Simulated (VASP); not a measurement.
# BaTiO3 (R3m) in VASP: a series of runs, part 2 of 2

VASP 6.6.1. The steps go on from the part before.

### 4 Single point, PBE

INCAR reads:

```
PREC = Accurate
ENCUT = 520
EDIFF = 1E-6
ISMEAR = 0
SIGMA = 0.05
LREAL = False
LASPH = True
NELM = 100
ALGO = Normal
ISIF = 2
LWAVE = False
LCHARG = True
GGA = PE
LELF = True
LVHAR = True
NBANDS = 28
```

KPOINTS reads:

```
regular mesh
0
Gamma
  6 6 6
```

POSCAR reads:

```
BaTiO3
1.0
    3.0841494084      1.7806344912      2.0305981236
   -3.0841494084      1.7806344912      2.0305981236
    0.0000000000     -3.5612689823      2.0305981236
Ba Ti O
1 1 3
Direct
    0.0049545205      0.0049545205      0.0049545205
    0.5191875227      0.5191875227      0.5191875227
    0.4883938465      0.4883938465      0.9777702638
    0.4883938465      0.9777702638      0.4883938465
    0.9777702638      0.4883938465      0.4883938465
```

Potentials or basis: VASP PAW PBE potentials, release 64 (Ba_sv, Ti_sv, O).

Command:

```bash
cat potpaw_PBE.64/Ba_sv/POTCAR potpaw_PBE.64/Ti_sv/POTCAR potpaw_PBE.64/O/POTCAR > POTCAR
mpirun -np 1 vasp_std > vasp.out
```

OUTCAR:

```text
PREC = Accurate
   ENCUT = 520
   EDIFF = 1E-6
   ISMEAR = 0
   LREAL = False
   LASPH = True
   NELM = 100
   ISIF = 2
   GGA = PE

 ion  position               nearest neighbor table
   1  0.005  0.005  0.005-   4 2.64   5 2.64   3 2.64   5 2.77   4 2.77   3 2.77   2 2.96   3 3.09
                             3 3.09   5 3.09   4 3.09   5 3.09   4 3.09   2 3.13   2 3.68   2 3.68
   2  0.519  0.519  0.519-   3 1.92   4 1.92   5 1.92   3 2.19   4 2.19   5 2.19   1 2.96   1 3.13
                             1 3.68   1 3.68   1 3.68   1 3.73   1 3.73   1 3.73
   3  0.488  0.488  0.978-   2 1.92   2 2.19   1 2.64   1 2.77   1 3.09   1 3.09
   4  0.488  0.978  0.488-   2 1.92   2 2.19   1 2.64   1 2.77   1 3.09   1 3.09
   5  0.978  0.488  0.488-   2 1.92   2 2.19   1 2.64   1 2.77   1 3.09   1 3.09

  LATTYP: Found a trigonal (rhomboedric) cell.
 ALAT       =     4.0995079588
 COS(alpha) =    -0.1319763296

  Lattice vectors:

 A1 = (   3.0841494084,   1.7806344912,   2.0305981236)
 A2 = (  -3.0841494084,   1.7806344912,   2.0305981236)
 A3 = (   0.0000000000,  -3.5612689823,   2.0305981236)

Analysis of symmetry for initial positions (statically):
=====================================================================
[... 175 lines left out ...]

  energy without entropy =      -38.56727380  energy(sigma->0) =      -38.56727380

 E-fermi :   4.1831     XC(G=0): -11.0014

 val. band max:        3.8303600156   @ k =   0.5000   0.5000   0.5000
 cond. band min:       5.3913339355   @ k =   0.0000   0.0000   0.0000
 fundamental gap:      1.5609739199
 Fermi energy:         4.1831149198

 k-point     1 :       0.0000    0.0000    0.0000
  band No.  band energies     occupation
      1     -53.0808      2.00000
      2     -29.4640      2.00000
      3     -29.2389      2.00000
      4     -29.2389      2.00000
      5     -21.5382      2.00000
      6     -13.2506      2.00000
[... 733 lines left out ...]
     27      11.0799      0.00000
     28      11.9976      0.00000

 [... further k-points ...]
[... 5 lines left out ...]
  --------------------------------------------------------------------------------------
  -------------------------------------------------------------------------------------
  Total       -5.6983040     -5.6983040     14.3310735      0.0000000      0.0000000      0.0000000
  in kB     -136.4491306   -136.4491306    343.1657086      0.0000000      0.0000000      0.0000000
  external PRESSURE =      23.4224824 kB  Pullay stress =       0.0000000 kB

 VOLUME and BASIS-vectors are now :
 -----------------------------------------------------------------------------
  energy-cutoff  :      520.00
  volume of cell :       66.91
      direct lattice vectors                 reciprocal lattice vectors
     3.084149408  1.780634491  2.030598124     0.162119254  0.093599595  0.164155245
    -3.084149408  1.780634491  2.030598124    -0.162119254  0.093599595  0.164155245
     0.000000000 -3.561268982  2.030598124     0.000000000 -0.187199189  0.164155245

 POSITION                                       TOTAL-FORCE (eV/Angst)
 -----------------------------------------------------------------------------------
      0.00000      0.00000      0.03018         0.000000      0.000000      0.080946
      0.00000      0.00000      3.16278         0.000000     -0.000000     -0.263212
      0.00000     -1.74280      3.96892         0.000000      0.712588      0.060755
     -1.50931      0.87140      3.96892         0.617119     -0.356294      0.060755
      1.50931      0.87140      3.96892        -0.617119     -0.356294      0.060755
 -----------------------------------------------------------------------------------
    total drift:                               -0.000000     -0.000000      0.000848

  FREE ENERGIE OF THE ION-ELECTRON SYSTEM (eV)
  ---------------------------------------------------
  free  energy   TOTEN  =       -38.5672737986 eV

  energy  without entropy=      -38.5672737986  energy(sigma->0) =      -38.56727380
```

OSZICAR:

```text
N       E                     dE             d eps       ncg     rms          rms(c)
DAV:   1     0.437732507128E+03    0.43773E+03   -0.20632E+04  1792   0.153E+03
DAV:   2     0.154622543478E+01   -0.43619E+03   -0.41326E+03  1980   0.425E+02
DAV:   3    -0.472983187337E+02   -0.48845E+02   -0.48353E+02  2524   0.138E+02
DAV:   4    -0.496060403055E+02   -0.23077E+01   -0.23014E+01  2708   0.264E+01
DAV:   5    -0.496721481870E+02   -0.66108E-01   -0.66098E-01  2412   0.339E+00    0.228E+01
DAV:   6    -0.392860647823E+02    0.10386E+02   -0.62282E+01  2680   0.674E+01    0.124E+01
DAV:   7    -0.390199362798E+02    0.26613E+00   -0.19513E+01  2488   0.318E+01    0.765E+00
DAV:   8    -0.386529845629E+02    0.36695E+00   -0.76597E-01  2188   0.778E+00    0.446E+00
DAV:   9    -0.386704049418E+02   -0.17420E-01   -0.14096E+00  2596   0.954E+00    0.299E+00
DAV:  10    -0.385754604821E+02    0.94944E-01   -0.34874E-01  2368   0.477E+00    0.828E-01
DAV:  11    -0.385686862812E+02    0.67742E-02   -0.22458E-02  2264   0.138E+00    0.345E-01
DAV:  12    -0.385674022978E+02    0.12840E-02   -0.10847E-02  2776   0.718E-01    0.123E-01
DAV:  13    -0.385673291395E+02    0.73158E-04   -0.55386E-04  2024   0.202E-01    0.715E-02
DAV:  14    -0.385673309658E+02   -0.18263E-05   -0.53247E-05  2444   0.417E-02    0.593E-02
DAV:  15    -0.385672730074E+02    0.57958E-04   -0.22661E-04  2496   0.115E-01    0.444E-03
DAV:  16    -0.385672737986E+02   -0.79120E-06   -0.72043E-06  2060   0.192E-02
   1 F= -.38567274E+02 E0= -.38567274E+02  d E =-.315639E-25
```

Wall time 55 s (1 thread of Intel Xeon 6975P-C, shared host); peak memory 0.21 GiB.

Results:

* Free energy: -38.5673 eV
* Pressure: 2.3 GPa
* Largest force: 0.715 eV/Å
* Band gap on the k mesh: 1.56 eV, indirect (least direct gap 1.99 eV)

Forces in eV/Å, atoms in the order of the input:
```
Ba   0.000  0.000  0.081
Ti   0.000  0.000 -0.263
O    0.000  0.713  0.061
O    0.617 -0.356  0.061
O   -0.617 -0.356  0.061
```

Stress tensor (GPa, compression positive):
```
-13.64   0.00   0.00
  0.00 -13.64   0.00
  0.00   0.00  34.32
```

Levels at points of the mesh, in eV from the valence-band top:
| k point | band 16 | band 17 | band 18 | band 19 | band 20 | band 21 | band 22 | band 23 | band 24 | band 25 |
| --- | --- | --- | --- | --- | --- | --- | --- | --- | --- | --- |
| (0.00, 0.00, 0.00) | -1.40 | -1.40 | -0.74 | -0.74 | -0.43 | 1.56 | 1.86 | 1.86 | 3.66 | 3.66 |
| (0.50, 0.00, 0.00) | -2.22 | -2.18 | -1.58 | -1.46 | -0.77 | 2.17 | 2.89 | 3.03 | 3.73 | 5.11 |
| (0.50, 0.50, 0.00) | -2.54 | -1.97 | -1.29 | -1.01 | -0.18 | 2.37 | 3.17 | 3.44 | 4.21 | 6.70 |
| (0.50, 0.50, 0.50) | -2.87 | -1.57 | -0.17 | -0.17 | 0.00 | 2.97 | 3.70 | 3.70 | 5.33 | 6.48 |

Caveat: spin-orbit coupling is left out, which moves the levels of the heavy elements. A k mesh can miss the band edges.

### 5 Single point, PBE

INCAR reads:

```
ALGO = Normal
EDIFF = 1E-6
ENCUT = 520
GGA = PE
ISIF = 2
ISMEAR = 0
LASPH = T
LCHARG = F
LREAL = F
LWAVE = F
NBANDS = 28
NELM = 100
PREC = Accurate
SIGMA = 0.05
```

KPOINTS reads:

```
k-points
0
Gamma
  6 6 6
```

Changes to POSCAR since step 4:

```diff
@@ -2,5 +2,5 @@
 1.0
-    3.0841494084      1.7806344912      2.0305981236
-   -3.0841494084      1.7806344912      2.0305981236
-    0.0000000000     -3.5612689823      2.0305981236
+    2.6233180878      1.5145734042      2.8066799406
+   -2.6233180878      1.5145734042      2.8066799406
+    0.0000000000     -3.0291468083      2.8066799406
 Ba Ti O
```

Command:

```bash
cat potpaw_PBE.64/Ba_sv/POTCAR potpaw_PBE.64/Ti_sv/POTCAR potpaw_PBE.64/O/POTCAR > POTCAR
mpirun -np 1 vasp_std > vasp.out
```

Run time: 46 s. Hardware: 1 thread of Intel Xeon 6975P-C, shared host; peak memory 0.21 GiB.

It converged, with:

```yaml
Free_energy: -38.1471 eV
Pressure: 8.7 GPa
Largest_force: 1.596 eV/Å
Band_gap_on_the_k_mesh: 1.87 eV, indirect (least direct gap 2.09 eV)
```

Forces on the atoms (eV/Å):
```
Ba   0.000  0.000  0.656
Ti   0.000  0.000  1.596
O    0.000 -0.424 -0.751
O   -0.367  0.212 -0.751
O    0.367  0.212 -0.751
```

Stress tensor (GPa, compression positive):
```
 25.73   0.00   0.00
  0.00  25.73   0.00
  0.00   0.00 -25.21
```

Levels at points of the mesh, in eV from the valence-band top:
```tsv
k point	band 18	band 19	band 20	band 21	band 22	band 23
(0.00, 0.00, 0.00)	-0.80	-0.22	-0.22	1.87	1.87	2.40
(0.50, 0.00, 0.00)	-1.87	-1.49	-0.62	2.18	3.20	3.37
(0.50, 0.50, 0.00)	-1.39	-0.84	-0.18	3.08	3.24	3.57
(0.50, 0.50, 0.50)	-0.44	0.00	0.00	3.67	3.67	3.78
```

Caveat: spin-orbit coupling is left out, which moves the levels of the heavy elements; forces of over 1 eV/Å act on the atoms, so gaps and moduli don't describe the material at rest. A k mesh can miss the band edges.

### 6 Summary

```csv
cell,gap on the mesh (eV),pressure (GPa),largest force (eV/Å)
"a = 4.061 Å, angles 91.2°, 5 atoms",2.52,1.2,0.18
"a = 4.063 Å, angles 87.8°, 5 atoms",2.59,2.3,0.16
"a = 4.100 Å, angles 97.6°, 5 atoms",1.56,2.3,0.72
"a = 4.130 Å, angles 78.9°, 5 atoms",1.87,8.7,1.60
```

Alike in all rows: task single point; level PBE; potentials or basis VASP PAW PBE potentials, release 64 (Ba_sv, Ti_sv, O); no spin polarisation; k mesh 6 × 6 × 6; cutoff (eV) 520; smearing gaussian 0.05 eV.

Caveats: spin-orbit coupling is left out, which moves the levels of the heavy elements; forces of over 1 eV/Å act on the atoms, so gaps and moduli don't describe the material at rest (some runs).

Absolute energies hang on the potentials; compare differences alone.
